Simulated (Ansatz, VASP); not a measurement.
One calculation of BN, two programs

```
B N
1.0
     0.00000    1.80750    1.80750
     1.80750    0.00000    1.80750
     1.80750    1.80750    0.00000
B N
1 1
Cartesian
  0.0000 0.0000 0.0000
  0.9038 0.9038 0.9038
```

Alike in both runs: task single point; functional PBE; k mesh 8 × 8 × 8; occupations gaussian, width 0.02 eV; no spin polarisation.

```csv
,VASP,Ansatz
version,VASP 6.6.1,Ansatz 0.2.0
potentials or method,"VASP PAW PBE potentials, release 64 (B, N), cutoff 600 eV","scalar-relativistic, plane waves, PAW"
valence electrons in the cell,8,8
```

Ansatz gave:

| Quantity | Value |
| --- | --- |
| gap on the k mesh at the Fermi level (eV) | 4.47 |
| least direct gap on the mesh (eV) | 8.83 |
| pressure (GPa) | 3.0 |

Which values does VASP return?

gap on the k mesh at the Fermi level (eV): 4.46; least direct gap on the mesh (eV): 8.82; pressure (GPa): 3.0.
